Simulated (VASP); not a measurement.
# AgRh (P-6m2) in VASP: further runs, part 2 of 2

VASP 6.6.1.

### Step 3. Single point, PBEsol

This run uses another cell than the first one, of 16.06 Å³/atom, 0.943 times its volume.

Input file INCAR:

```
PREC     = Accurate       # precision mode
ENCUT    = 520            # plane-wave cutoff, eV
EDIFF    = 1E-6           # SCF threshold, eV
ISMEAR   = -1             # smearing method
SIGMA    = 0.05           # smearing width, eV
LREAL    = F              # projectors in reciprocal space
LASPH    = T              # aspherical terms in the spheres
NELM     = 80             # most SCF steps
ALGO     = Normal         # electronic algorithm
ISIF     = 2              # what is computed and relaxed
LWAVE    = F              # write WAVECAR
LCHARG   = F              # write CHGCAR
GGA      = PS             # functional
NBANDS   = 20             # bands
```

Input file KPOINTS:

```
Automatic mesh
0
Gamma
  8 8 4
```

Input file POSCAR:

```
AgRh
1.0
    2.7775881998      0.0000000000      0.0000000000
   -1.3887940999      2.4054619423      0.0000000000
    0.0000000000      0.0000000000      4.8086020000
Ag Rh
1 1
Direct
    0.0000000000      0.0000000000      0.5000000000
    0.6666666667      0.3333333333      0.0000000000
```

Potentials or basis: VASP PAW PBE potentials, release 64 (Ag, Rh_pv).

The run is started by

```
$ cat potpaw_PBE.64/Ag/POTCAR potpaw_PBE.64/Rh_pv/POTCAR > POTCAR
$ mpirun -np 1 vasp_std > vasp.out
```

OUTCAR:

```text
PREC = Accurate
   ENCUT = 520
   EDIFF = 1E-6
   ISMEAR = -1
   LREAL = F
   LASPH = T
   NELM = 80
   ISIF = 2
   GGA = PS

 ion  position               nearest neighbor table
   1  0.000  0.000  0.500-   2 2.89   2 2.89   2 2.89   2 2.89   2 2.89   2 2.89
   2  0.667  0.333  0.000-   1 2.89   1 2.89   1 2.89   1 2.89   1 2.89   1 2.89

  LATTYP: Found a hexagonal cell.
 ALAT       =     2.7775881998
 C/A-ratio  =     1.7312148721

  Lattice vectors:

 A1 = (   2.7775881998,   0.0000000000,   0.0000000000)
 A2 = (  -1.3887940999,   2.4054619423,   0.0000000000)
 A3 = (   0.0000000000,   0.0000000000,   4.8086020000)

Analysis of symmetry for initial positions (statically):
=====================================================================
 Subroutine PRICEL returns:
 Original cell was already a primitive cell.

 Routine SETGRP: Setting up the symmetry group for a
 hexagonal supercell.

 Subroutine GETGRP returns: Found 12 space group operations
 (whereof 12 operations were pure point group operations)
 out of a pool of 24 trial point group operations.

The static configuration has the point symmetry D_3h.

Analysis of symmetry for dynamics (positions and initial velocities):
=====================================================================
 Subroutine PRICEL returns:
 Original cell was already a primitive cell.

 Routine SETGRP: Setting up the symmetry group for a
 hexagonal supercell.

 Subroutine GETGRP returns: Found 12 space group operations
 (whereof 12 operations were pure point group operations)
 out of a pool of 24 trial point group operations.

The dynamic configuration has the point symmetry D_3h.

 Subroutine INISYM returns: Found 12 space group operations
 (whereof 12 operations are pure point group operations),
 and found     1 'primitive' translations

----------------------------------------------------------------------------------------
[... 109 lines left out ...]
   EFERMI_NEDOS =   21; number of points for ismear=-14 and -15
   IALGO  =     38    algorithm
   IMIX   =      4    mixing-type and parameters
     AMIX     =   0.40;   BMIX     =  1.00
     AMIX_MAG =   1.60;   BMIX_MAG =  1.00
  volume/ion in A,a.u.               =      16.06       108.41
  Fermi-wavevector in a.u.,A,eV,Ry     =   1.525589  2.882945 31.666497  2.327422
  Thomas-Fermi vector in A             =   2.633739
   LORBIT       =      0    0 simple, 1 ext, 2 COOP (PROOUT), +10 PAW based schemes
   GGA     = PS    functional components
   LHFCALC =     F    Hartree Fock is set to
   AEXX    =    0.0000 exact exchange contribution
   IVDW    =     0    specifies the selected vdW correction
   LEPSILON=     F    determine dielectric tensor
   LRPA    =     F    only Hartree local field effects (RPA)
 non-spin polarized calculation
  energy-cutoff  :      520.00
  volume of cell :       32.13
 maximum number of plane-waves:       880
 NGX is ok and might be reduce to    24
   NGX = 11   NGY = 11   NGZ = 17

 number of electron      25.9999997 magnetization

 Free energy of the ion-electron system (eV)
  ---------------------------------------------------
  ext. energy  EPLUGINS =         0.00000000
  ---------------------------------------------------
  free energy    TOTEN  =       -10.81600499 eV

  energy without entropy =      -10.78697842  energy(sigma->0) =      -10.80149170

 E-fermi :   8.6463     XC(G=0): -12.9890

 val. band max:        8.6463006831   @ k =   0.3750   0.0000   0.0000
 cond. band min:       8.6666717390   @ k =   0.2500   0.0000   0.0000
 fundamental gap:      0.0203710559
 Fermi energy:         8.6463299383

 k-point     1 :       0.0000    0.0000    0.0000
  band No.  band energies     occupation
      1     -36.9768      2.00000
      2     -36.9584      2.00000
      3     -36.9584      2.00000
      4       1.4204      2.00000
      5       2.9209      2.00000
      6       4.4178      2.00000
[... 541 lines left out ...]
     19      23.0818      0.00000
     20      24.9075      0.00000

 [... further k-points ...]

------------------------ aborting loop because EDIFF is reached ----------------------------------------

  FORCE on cell =-STRESS in cart. coord.  units (eV):
  Direction    XX          YY          ZZ          XY          YZ          ZX
  --------------------------------------------------------------------------------------
  -------------------------------------------------------------------------------------
  Total       -2.0714268     -2.0714268     -2.2609518     -0.0000000     -0.0000000      0.0000000
  in kB     -103.2987337   -103.2987337   -112.7500391     -0.0000000     -0.0000000      0.0000000
  external PRESSURE =    -106.4491688 kB  Pullay stress =       0.0000000 kB

 VOLUME and BASIS-vectors are now :
 -----------------------------------------------------------------------------
  energy-cutoff  :      520.00
  volume of cell :       32.13
      direct lattice vectors                 reciprocal lattice vectors
     2.777588200  0.000000000  0.000000000     0.360024571  0.207860283  0.000000000
    -1.388794100  2.405461942  0.000000000     0.000000000  0.415720566  0.000000000
     0.000000000  0.000000000  4.808602000     0.000000000  0.000000000  0.207960651

 POSITION                                       TOTAL-FORCE (eV/Angst)
 -----------------------------------------------------------------------------------
      0.00000      0.00000      2.40430         0.000000      0.000000      0.000000
      1.38879      0.80182      0.00000         0.000000      0.000000      0.000000
 -----------------------------------------------------------------------------------
    total drift:                               -0.000000      0.000000      0.000000

  FREE ENERGIE OF THE ION-ELECTRON SYSTEM (eV)
  ---------------------------------------------------
  free  energy   TOTEN  =       -10.8160049876 eV

  energy  without entropy=      -10.7869784214  energy(sigma->0) =      -10.80149170
```

stdout:

```text
POSCAR found type information on POSCAR AgRh
 POSCAR found :  2 types and       2 ions
 scaLAPACK will be used
 -----------------------------------------------------------------------------
|                                                                             |
|                                                                             |
|     You enforced a specific xc type in the INCAR file but a different       |
|     I HOPE YOU KNOW WHAT YOU ARE DOING!                                     |
|                                                                             |
 -----------------------------------------------------------------------------

 LDA part: xc-table for (Slater+PW92), standard interpolation
 POSCAR, INCAR and KPOINTS ok, starting setup
 FFT: planning ... GRIDC
 FFT: planning ... GRID_SOFT
 FFT: planning ... GRID
 WAVECAR not read
 entering main loop
```

Run time: 12 s. Hardware: 1 thread of Intel Xeon Platinum 8375C at 2.90GHz (Ice Lake), shared host; peak memory 0.16 GiB.

Results:

| Property | Result |
| --- | --- |
| Free energy | -10.8160 eV |
| Pressure | -10.6 GPa |
| Band gap on the k mesh | zero (band 13 reaches 9.78 eV, above the bottom of band 14 at 8.42 eV) |

Levels at points of the mesh, in eV from the Fermi level:
| k point | band 11 | band 12 | band 13 | band 14 | band 15 | band 16 |
| --- | --- | --- | --- | --- | --- | --- |
| (0.00, 0.00, 0.00) | -1.78 | -1.78 | 0.12 | 0.13 | 0.13 | 5.30 |
| (0.50, 0.00, 0.00) | -1.63 | -0.09 | 1.13 | 1.83 | 3.97 | 8.37 |
| (0.00, 0.00, 0.50) | -2.49 | -1.58 | -1.58 | 0.09 | 0.09 | 11.51 |
| (0.50, 0.00, 0.50) | -0.58 | -0.18 | 1.14 | 1.67 | 2.45 | 6.44 |

Caveat: the PAW data sets were made with another functional, which shifts forces and pressure a little.
